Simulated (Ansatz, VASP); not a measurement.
## Si4Mo3: VASP beside Ansatz

```
Si Mo
1.0
    -3.72177    3.72177    3.72177
     3.72177   -3.72177    3.72177
     3.72177    3.72177   -3.72177
Si Mo
8 6
Direct
  0.50000 0.00000 0.33415
  0.00000 0.33415 0.50000
  0.50000 0.00000 0.83415
  0.33415 0.50000 0.00000
  0.83415 0.50000 0.00000
  0.00000 0.83415 0.50000
  0.66585 0.66585 0.66585
  0.16585 0.16585 0.16585
  0.37500 0.25000 0.62500
  0.62500 0.37500 0.25000
  0.75000 0.87500 0.12500
  0.12500 0.75000 0.87500
  0.25000 0.62500 0.37500
  0.87500 0.12500 0.75000
```

Alike in both runs: task single point; functional PBE; k mesh 6 × 6 × 6; occupations gaussian, width 0.1 eV; no spin polarisation.

|  | VASP | Ansatz |
| --- | --- | --- |
| version | VASP 6.6.1 | Ansatz 0.2.0 |
| potentials or method | VASP PAW PBE potentials, release 64 (Si, Mo_sv), cutoff 520 eV | scalar-relativistic, plane waves, PAW |
| valence electrons in the cell | 116 | 116 |

|  | VASP | Ansatz | Ansatz less VASP |
| --- | --- | --- | --- |
| gap on the k mesh at the Fermi level (eV) | none | none | - |
| pressure (GPa) | 0.2 | 0.0 | -0.17 |

A gap of «none» marks a metal or a gap that the smearing closes.
